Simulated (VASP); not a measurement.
# Zr2V (Pn-3m) in VASP: single point with PBE

Aim: the single point of Zr2V with PBE.

All numbers are computed with VASP 6.6.1; they aren't measurements. Logs are shortened: lines on timing, memory, paths and dates and some standing lists are left out, and cuts for length are marked.

### Step 1. The cell of the first run

It takes space group Pn-3m (No. 224, cubic). The conventional cell has a = 5.382 Å, b = 5.382 Å, c = 5.382 Å, α = 90.00°, β = 90.00°, γ = 90.00°. Within 3.1 Å of Zr (site symmetry -3m) lie 2 V at 2.33 Å. V (site symmetry -43m) has 4 Zr at 2.33 Å within 3.1 Å.

### Step 2. Single point, PBE

INCAR

```
ALGO = Normal ; EDIFF = 1E-7
ENCUT = 520 ; GGA = PE
ISIF = 2 ; ISMEAR = 0
LASPH = True ; LCHARG = False
LREAL = False ; LWAVE = False
NBANDS = 46 ; NELM = 100
PREC = Accurate ; SIGMA = 0.1
```

KPOINTS

```
k-points
0
Gamma
  4 4 4
```

POSCAR

```
Zr2V
1.0
    5.3817194162      0.0000000000      0.0000000000
    0.0000000000      5.3817194162      0.0000000000
    0.0000000000      0.0000000000      5.3817194162
Zr V
4 2
Direct
    0.2500000000      0.2500000000      0.2500000000
    0.2500000000      0.7500000000      0.7500000000
    0.7500000000      0.7500000000      0.2500000000
    0.7500000000      0.2500000000      0.7500000000
    0.0000000000      0.0000000000      0.0000000000
    0.5000000000      0.5000000000      0.5000000000
```

Potentials or basis: VASP PAW PBE potentials, release 64 (Zr_sv, V_sv).

Run with:

```console
$ cat potpaw_PBE.64/Zr_sv/POTCAR potpaw_PBE.64/V_sv/POTCAR > POTCAR
$ mpirun -np 1 vasp_std > vasp.out
```

OUTCAR:

```text
EDIFF = 1E-7
   ENCUT = 520
   GGA = PE
   ISIF = 2
   ISMEAR = 0
   LASPH = True
   LREAL = False
   NELM = 100
   PREC = Accurate

 ion  position               nearest neighbor table
   1  0.250  0.250  0.250-   5 2.33   6 2.33   4 3.81   2 3.81   3 3.81   2 3.81   4 3.81   2 3.81
                             3 3.81   2 3.81   3 3.81   4 3.81   4 3.81   3 3.81
   2  0.250  0.750  0.750-   5 2.33   6 2.33   4 3.81   1 3.81   3 3.81   1 3.81   3 3.81   1 3.81
                             4 3.81   1 3.81   3 3.81   4 3.81   3 3.81   4 3.81
   3  0.750  0.750  0.250-   5 2.33   6 2.33   4 3.81   1 3.81   2 3.81   2 3.81   4 3.81   1 3.81
                             4 3.81   4 3.81   1 3.81   2 3.81   2 3.81   1 3.81
   4  0.750  0.250  0.750-   5 2.33   6 2.33   3 3.81   1 3.81   2 3.81   1 3.81   3 3.81   2 3.81
                             3 3.81   3 3.81   1 3.81   2 3.81   1 3.81   2 3.81
   5  0.000  0.000  0.000-   1 2.33   2 2.33   3 2.33   4 2.33
   6  0.500  0.500  0.500-   1 2.33   2 2.33   3 2.33   4 2.33

  LATTYP: Found a simple cubic cell.
 ALAT       =     5.3817194162

  Lattice vectors:

 A1 = (   5.3817194162,   0.0000000000,   0.0000000000)
 A2 = (   0.0000000000,   5.3817194162,   0.0000000000)
 A3 = (   0.0000000000,   0.0000000000,   5.3817194162)

Analysis of symmetry for initial positions (statically):
=====================================================================
 Subroutine PRICEL returns:
 Original cell was already a primitive cell.

 Routine SETGRP: Setting up the symmetry group for a
 simple cubic supercell.

 Subroutine GETGRP returns: Found 48 space group operations
 (whereof 24 operations were pure point group operations)
 out of a pool of 48 trial point group operations.

The static configuration has the point symmetry T_d .
 The point group associated with its full space group is O_h .

Analysis of symmetry for dynamics (positions and initial velocities):
=====================================================================
 Subroutine PRICEL returns:
 Original cell was already a primitive cell.

 Routine SETGRP: Setting up the symmetry group for a
 simple cubic supercell.

 Subroutine GETGRP returns: Found 48 space group operations
 (whereof 24 operations were pure point group operations)
 out of a pool of 48 trial point group operations.

The dynamic configuration has the point symmetry T_d .
 The point group associated with its full space group is O_h .

 Subroutine INISYM returns: Found 48 space group operations
 (whereof 24 operations are pure point group operations),
 and found     1 'primitive' translations

----------------------------------------------------------------------------------------

                                     Primitive cell

  volume of cell :     155.8702

  direct lattice vectors                    reciprocal lattice vectors
     5.381719416  0.000000000  0.000000000     0.185814221  0.000000000  0.000000000
     0.000000000  5.381719416  0.000000000     0.000000000  0.185814221  0.000000000
     0.000000000  0.000000000  5.381719416     0.000000000  0.000000000  0.185814221

  length of vectors
     5.381719416  5.381719416  5.381719416     0.185814221  0.185814221  0.185814221

  position of ions in fractional coordinates (direct lattice)
     0.250000000  0.250000000  0.250000000
     0.250000000  0.750000000  0.750000000
     0.750000000  0.750000000  0.250000000
     0.750000000  0.250000000  0.750000000
     0.000000000  0.000000000  0.000000000
     0.500000000  0.500000000  0.500000000

  ion indices of the primitive-cell ions
   primitive index   ion index
                 1           1
                 2           2
                 3           3
                 4           4
                 5           5
                 6           6

----------------------------------------------------------------------------------------

 KPOINTS: k-points

Automatic generation of k-mesh.
 Grid dimensions read from file:
 generate k-points for:    4    4    4

 Generating k-lattice:

  Cartesian coordinates                     Fractional coordinates (reciprocal lattice)
     0.046453555  0.000000000  0.000000000     0.250000000  0.000000000  0.000000000
     0.000000000  0.046453555  0.000000000     0.000000000  0.250000000  0.000000000
     0.000000000  0.000000000  0.046453555     0.000000000  0.000000000  0.250000000

  Length of vectors
     0.046453555  0.046453555  0.046453555

  Shift w.r.t. Gamma in fractional coordinates (k-lattice)
     0.000000000  0.000000000  0.000000000

 Subroutine IBZKPT returns following result:
 ===========================================

 Found     10 irreducible k-points:

 Following reciprocal coordinates:
            Coordinates               Weight
  0.000000  0.000000  0.000000      1.000000
  0.250000  0.000000  0.000000      6.000000
  0.500000  0.000000  0.000000      3.000000
  0.250000  0.250000  0.000000     12.000000
  0.500000  0.250000  0.000000     12.000000
  0.500000  0.500000  0.000000      3.000000
  0.250000  0.250000  0.250000      8.000000
  0.500000  0.250000  0.250000     12.000000
  0.500000  0.500000  0.250000      6.000000
  0.500000  0.500000  0.500000      1.000000
   k-points           NKPTS =     10   k-points in BZ     NKDIM =     10   number of bands    NBANDS=     46
   number of dos      NEDOS =    301   number of ions     NIONS =      6
   total plane-waves  NPLWV =  64000
   dimension x,y,z NGX =    40 NGY =   40 NGZ =   40
   dimension x,y,z NGXF=    80 NGYF=   80 NGZF=   80
   ions per type =               4   2
   NGX,Y,Z   is equivalent  to a cutoff of  12.36, 12.36, 12.36 a.u.
   NGXF,Y,Z  is equivalent  to a cutoff of  24.71, 24.71, 24.71 a.u.
 SYSTEM =  unknown system
   PREC   = accura    normal or accurate (medium, high low for compatibility)
   ISTART =      0    job   : 0-new  1-cont  2-samecut
   ICHARG =      2    charge: 1-file 2-atom 10-const
   ISPIN  =      1    spin polarized calculation?
   LNONCOLLINEAR =      F non collinear calculations
   LSORBIT =      F    spin-orbit coupling
   LASPH  =      T    aspherical Exc in radial PAW
   ENCUT  =  520.0 eV  38.22 Ry    6.18 a.u.  10.01 10.01 10.01*2*pi/ulx,y,z
   NELM   =    100;   NELMIN=  2; NELMDL= -5     # of ELM steps
   EDIFF  = 0.1E-06   stopping-criterion for ELM
   LREAL  =      F    real-space projection
   EDIFFG = 0.1E-05   stopping-criterion for IOM
   NSW    =      0    number of steps for IOM
   IBRION =     -1    ionic relax: 0-MD 1-quasi-New 2-CG
   NFREE  =      0    steps in history (QN), initial steepest desc. (CG)
   ISIF   =      2    stress and relaxation
   ISYM   =      2    0-nonsym 1-usesym 2-fastsym
   POTIM  = 0.5000    time-step for ionic-motion
   TEBEG  =    0.0;   TEEND  =   0.0 temperature during run
   PSTRESS=    0.0 pullay stress
   NELECT =      74.0000    total number of electrons
   NUPDOWN=      -1.0000    fix difference up-down
   EMIN   =  10.00;   EMAX   =-10.00  energy-range for DOS
   EFERMI =   0.00;   METHOD = LEGACY
   ISMEAR =     0;   SIGMA  =   0.10  broadening in eV -4-tet -1-fermi 0-gaus
   EFERMI_NEDOS =   21; number of points for ismear=-14 and -15
   IALGO  =     38    algorithm
   IMIX   =      4    mixing-type and parameters
     AMIX     =   0.40;   BMIX     =  1.00
     AMIX_MAG =   1.60;   BMIX_MAG =  1.00
  volume/ion in A,a.u.               =      25.98       175.31
  Fermi-wavevector in a.u.,A,eV,Ry     =   1.277118  2.413403 22.191515  1.631030
  Thomas-Fermi vector in A             =   2.409736
   LORBIT       =      0    0 simple, 1 ext, 2 COOP (PROOUT), +10 PAW based schemes
   GGA     = PE    functional components
   LHFCALC =     F    Hartree Fock is set to
   AEXX    =    0.0000 exact exchange contribution
   IVDW    =     0    specifies the selected vdW correction
   LEPSILON=     F    determine dielectric tensor
   LRPA    =     F    only Hartree local field effects (RPA)
 non-spin polarized calculation
 Gauss-broadening in eV      SIGMA  =   0.10
  energy-cutoff  :      520.00
  volume of cell :      155.87
 maximum number of plane-waves:      4224
   NGX = 21   NGY = 21   NGZ = 21

 number of electron      73.9999967 magnetization

 Free energy of the ion-electron system (eV)
  ---------------------------------------------------
  ext. energy  EPLUGINS =         0.00000000
  ---------------------------------------------------
  free energy    TOTEN  =       -43.14054662 eV

  energy without entropy =      -43.09583533  energy(sigma->0) =      -43.11819097

 E-fermi :   6.4140     XC(G=0): -10.0184

 val. band max:        6.4128638419   @ k =   0.5000   0.5000   0.2500
 cond. band min:       6.4150042923   @ k =   0.2500   0.2500   0.2500
 fundamental gap:      0.0021404504
 Fermi energy:         6.4140276602

 k-point     1 :       0.0000    0.0000    0.0000
  band No.  band energies     occupation
      1     -56.9367      2.00000
      2     -56.9343      2.00000
      3     -42.6599      2.00000
      4     -42.6599      2.00000
      5     -42.6599      2.00000
      6     -42.6461      2.00000
[... 38 lines left out ...]
     45       7.9589      0.00000
     46       9.0066      0.00000

 k-point     2 :       0.2500    0.0000    0.0000
  band No.  band energies     occupation
      1     -56.9364      2.00000
      2     -56.9347      2.00000
      3     -42.6599      2.00000
      4     -42.6599      2.00000
      5     -42.6579      2.00000
      6     -42.6481      2.00000
[... 38 lines left out ...]
     45       8.4074      0.00000
     46       8.5292      0.00000

 k-point     3 :       0.5000    0.0000    0.0000
  band No.  band energies     occupation
      1     -56.9355      2.00000
      2     -56.9355      2.00000
      3     -42.6599      2.00000
      4     -42.6599      2.00000
      5     -42.6530      2.00000
      6     -42.6530      2.00000
[... 38 lines left out ...]
     45       8.3313      0.00000
     46       8.3314      0.00000

 k-point     4 :       0.2500    0.2500    0.0000
  band No.  band energies     occupation
      1     -56.9361      2.00000
      2     -56.9349      2.00000
      3     -42.6622      2.00000
      4     -42.6611      2.00000
      5     -42.6541      2.00000
      6     -42.6484      2.00000
[... 38 lines left out ...]
     45       8.0844      0.00000
     46       8.5483      0.00000

 k-point     5 :       0.5000    0.2500    0.0000
  band No.  band energies     occupation
      1     -56.9355      2.00000
      2     -56.9355      2.00000
      3     -42.6627      2.00000
      4     -42.6627      2.00000
      5     -42.6502      2.00000
      6     -42.6502      2.00000
[... 38 lines left out ...]
     45       8.3865      0.00000
     46       8.3866      0.00000

 k-point     6 :       0.5000    0.5000    0.0000
  band No.  band energies     occupation
      1     -56.9355      2.00000
      2     -56.9355      2.00000
      3     -42.6646      2.00000
      4     -42.6646      2.00000
      5     -42.6482      2.00000
      6     -42.6482      2.00000
[... 38 lines left out ...]
     45       8.1000      0.00000
     46       8.1000      0.00000

 k-point     7 :       0.2500    0.2500    0.2500
  band No.  band energies     occupation
      1     -56.9361      2.00000
      2     -56.9349      2.00000
      3     -42.6622      2.00000
      4     -42.6622      2.00000
      5     -42.6577      2.00000
      6     -42.6435      2.00000
[... 38 lines left out ...]
     45       7.9308      0.00000
     46       8.2779      0.00000

 k-point     8 :       0.5000    0.2500    0.2500
  band No.  band energies     occupation
      1     -56.9361      2.00000
      2     -56.9349      2.00000
      3     -42.6640      2.00000
      4     -42.6622      2.00000
      5     -42.6588      2.00000
      6     -42.6406      2.00000
[... 38 lines left out ...]
     45       7.8219      0.00000
     46       8.3430      0.00000

 k-point     9 :       0.5000    0.5000    0.2500
  band No.  band energies     occupation
      1     -56.9363      2.00000
      2     -56.9347      2.00000
      3     -42.6646      2.00000
      4     -42.6646      2.00000
      5     -42.6598      2.00000
      6     -42.6367      2.00000
[... 38 lines left out ...]
     45       7.5081      0.00000
     46       7.7213      0.00000

 k-point    10 :       0.5000    0.5000    0.5000
  band No.  band energies     occupation
      1     -56.9367      2.00000
      2     -56.9343      2.00000
      3     -42.6646      2.00000
      4     -42.6646      2.00000
      5     -42.6646      2.00000
      6     -42.6319      2.00000
[... 38 lines left out ...]
     45       7.0970      0.00000
     46       8.2335      0.00000

------------------------ aborting loop because EDIFF is reached ----------------------------------------

  FORCE on cell =-STRESS in cart. coord.  units (eV):
  Direction    XX          YY          ZZ          XY          YZ          ZX
  --------------------------------------------------------------------------------------
  -------------------------------------------------------------------------------------
  Total        0.5231222      0.5231222      0.5231222      0.0000000     -0.0000000      0.0000000
  in kB        5.3771304      5.3771304      5.3771304      0.0000000     -0.0000000      0.0000000
  external PRESSURE =       5.3771304 kB  Pullay stress =       0.0000000 kB

 VOLUME and BASIS-vectors are now :
 -----------------------------------------------------------------------------
  energy-cutoff  :      520.00
  volume of cell :      155.87
      direct lattice vectors                 reciprocal lattice vectors
     5.381719416  0.000000000  0.000000000     0.185814221  0.000000000  0.000000000
     0.000000000  5.381719416  0.000000000     0.000000000  0.185814221  0.000000000
     0.000000000  0.000000000  5.381719416     0.000000000  0.000000000  0.185814221

 POSITION                                       TOTAL-FORCE (eV/Angst)
 -----------------------------------------------------------------------------------
      1.34543      1.34543      1.34543         0.000000     -0.000000      0.000000
      1.34543      4.03629      4.03629         0.000000     -0.000000     -0.000000
      4.03629      4.03629      1.34543        -0.000000      0.000000     -0.000000
      4.03629      1.34543      4.03629         0.000000     -0.000000      0.000000
      0.00000      0.00000      0.00000        -0.000000      0.000000      0.000000
      2.69086      2.69086      2.69086        -0.000000      0.000000     -0.000000
 -----------------------------------------------------------------------------------
    total drift:                                0.000000      0.000000     -0.000000

  FREE ENERGIE OF THE ION-ELECTRON SYSTEM (eV)
  ---------------------------------------------------
  free  energy   TOTEN  =       -43.1405466158 eV

  energy  without entropy=      -43.0958353288  energy(sigma->0) =      -43.11819097
```

Wall time 71 s (1 thread of Intel Xeon Platinum 8375C at 2.90GHz (Ice Lake), shared host); peak memory 0.25 GiB.

What came out:

* Free energy: -43.1405 eV
* Pressure: 0.5 GPa
* Band gap on the k mesh: zero (band 37 reaches 7.08 eV, above the bottom of band 38 at 6.32 eV)

Levels at points of the mesh, in eV from the Fermi level:
| k point | band 34 | band 35 | band 36 | band 37 | band 38 | band 39 |
| --- | --- | --- | --- | --- | --- | --- |
| (0.00, 0.00, 0.00) | -0.51 | -0.51 | -0.51 | 0.66 | 0.66 | 0.94 |
| (0.50, 0.00, 0.00) | -1.17 | -1.16 | -1.16 | 0.06 | 0.06 | 1.11 |
| (0.50, 0.50, 0.00) | -1.10 | -0.81 | -0.81 | -0.09 | -0.09 | 0.13 |
| (0.50, 0.50, 0.50) | -0.91 | -0.91 | -0.91 | -0.05 | 0.39 | 0.39 |
